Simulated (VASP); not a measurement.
A run of VASP 6.6.1 is set up as follows.

File INCAR:

```
SYSTEM = Tl
PREC     = Accurate       ! precision mode
ENCUT    = 520            ! plane-wave cutoff, eV
EDIFF    = 1E-6           ! SCF threshold, eV
ISMEAR   = -1             ! smearing method
SIGMA    = 0.1            ! smearing width, eV
LREAL    = .False.        ! projectors in reciprocal space
LASPH    = .True.         ! aspherical terms in the spheres
NELM     = 60             ! most SCF steps
ALGO     = Normal         ! electronic algorithm
ISIF     = 2              ! what is computed and relaxed
LWAVE    = .False.        ! write WAVECAR
LCHARG   = .False.        ! write CHGCAR
GGA      = CA             ! functional
NBANDS   = 34             ! bands
```

Contents of KPOINTS:

```
Automatic mesh
0
Gamma
  12 12 4
  0 0 0
```

File POSCAR:

```
Tl
1.0
    3.2856982801      0.0000000000      0.0000000000
   -1.6428491401      2.8454981797      0.0000000000
    0.0000000000      0.0000000000     10.6764200088
Tl
4
Direct
    1.0000000000      1.0000000000      0.0000000000
    1.0000000000      1.0000000000      0.5000000000
    0.3333333333      0.6666666667      0.2500000000
    0.6666666667      0.3333333333      0.7500000000
```

Potentials or basis: VASP PAW LDA potentials, release 64 (Tl_d).

Launch:

```sh
$ cat potpaw_LDA.64/Tl_d/POTCAR > POTCAR
$ mpirun -np 1 vasp_std > vasp.out
```

(1) Estimate the pressure.

(2) Predict the band gap on the k mesh.

Answers

(1) 4.7 GPa.

(2) zero (band 26 reaches 11.65 eV, above the bottom of band 27 at 6.49 eV).

Caveat: spin-orbit coupling is left out, which moves the levels of the heavy elements.
